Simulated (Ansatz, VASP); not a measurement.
HfB in VASP and in Ansatz

```
Hf B
1.0
     0.00000    2.31000    2.28690
     2.31000    0.00000    2.28690
     2.31000    2.31000    0.00000
Hf B
1 1
Direct
  0.50000 0.50000 0.50000
  0.00000 0.00000 0.00000
```

Change from the starting cell: zz strain of -1 %.

Alike in both runs: task single point; functional LDA; k mesh 15 × 15 × 15; occupations fermi-dirac, width 0.05 eV; no spin polarisation.

|  | VASP | Ansatz |
| --- | --- | --- |
| version | VASP 6.6.1 | Ansatz 0.2.0 |
| potentials or method | VASP PAW LDA potentials, release 64 (Hf_pv, B), cutoff 520 eV | all-electron LAPW, scalar-relativistic |

|  | VASP | Ansatz | Ansatz less VASP |
| --- | --- | --- | --- |
| pressure (GPa) | 22.8 | 20.9 | -1.86 |
| traceless stress, the component that is largest in VASP (GPa) | 3.46 | 3.39 | -0.074 |

LDA's correlation is that of Perdew and Zunger in VASP and of Perdew and Wang (1992) in Ansatz. Ansatz ran all-electron here, and VASP with PAW potentials.

Neither program's run includes spin-orbit coupling.
